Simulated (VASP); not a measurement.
Crystal: K3TeH.

```
K Te H
1.0
     5.33458    0.00000    0.00000
     0.00000    5.33458    0.00000
     0.00000    0.00000    6.42854
K Te H
3 1 1
Direct
  0.00000 0.50000 0.50000
  0.50000 0.00000 0.50000
  0.00000 0.00000 0.00000
  0.50000 0.50000 0.50000
  0.00000 0.00000 0.50000
```

The cell was generated, and may not be a known phase.

```yaml
Program: VASP 6.6.1
Task: relaxation of cell and atoms
Functional: PBE
Potentials_or_basis: VASP PAW PBE potentials, release 64 (K_sv, Te, H)
Cutoff: 600 eV
k_mesh: 4 × 4 × 4
Occupations: gaussian, width 0.1 eV
Spin: no spin polarisation
```

At the start: pressure 11.5 GPa; volume 36.59 Å³/atom.

Problem. Where does the relaxation end?

Solution. Over 11 steps the energy falls by 753.5 meV/atom and the volume is 46.27 Å³/atom (+26.5 %); space group P4/mmm (No. 123, to 0.1 Å) before and after.

The path:
| step | energy change (eV) | largest force (eV/Å) | pressure (GPa) | volume (Å³) |
| --- | --- | --- | --- | --- |
| 1 | 0.0000 | 0.0000 | 11.48 | 182.94 |
| 2 | -3.5602 | 0.0000 | 0.15 | 258.07 |
| 3 | -3.5885 | 0.0000 | -0.15 | 264.28 |
| 4 | -3.5921 | 0.0000 | -0.64 | 276.89 |
| 5 | -3.5984 | 0.0000 | -0.44 | 271.20 |
| 6 | -3.5977 | 0.0000 | -0.37 | 269.29 |
| 7 | -3.6355 | 0.0000 | -0.34 | 264.00 |
| 8 | -3.7268 | 0.0000 | -0.21 | 248.14 |
| 9 | -3.7180 | 0.0000 | 0.44 | 216.42 |
| 10 | -3.7654 | 0.0000 | -0.02 | 234.95 |
| 11 | -3.7674 | 0.0000 | 0.04 | 231.35 |

Final structure:
```cif
data_structure
_symmetry_space_group_name_H-M 'P 1'
_symmetry_Int_Tables_number 1
_cell_length_a 6.5441
_cell_length_b 6.5441
_cell_length_c 5.4023
_cell_angle_alpha 90.000
_cell_angle_beta 90.000
_cell_angle_gamma 90.000
_cell_volume 231.35
loop_
_atom_site_label
_atom_site_type_symbol
_atom_site_fract_x
_atom_site_fract_y
_atom_site_fract_z
_atom_site_occupancy
K1 K 0.00000 0.50000 0.50000 1
K2 K 0.50000 0.00000 0.50000 1
K3 K 0.00000 0.00000 0.00000 1
Te1 Te 0.50000 0.50000 0.50000 1
H1 H 0.00000 0.00000 0.50000 1
```

Caveat: the volume moved by over 15 % at a fixed basis, so the end points are rough.
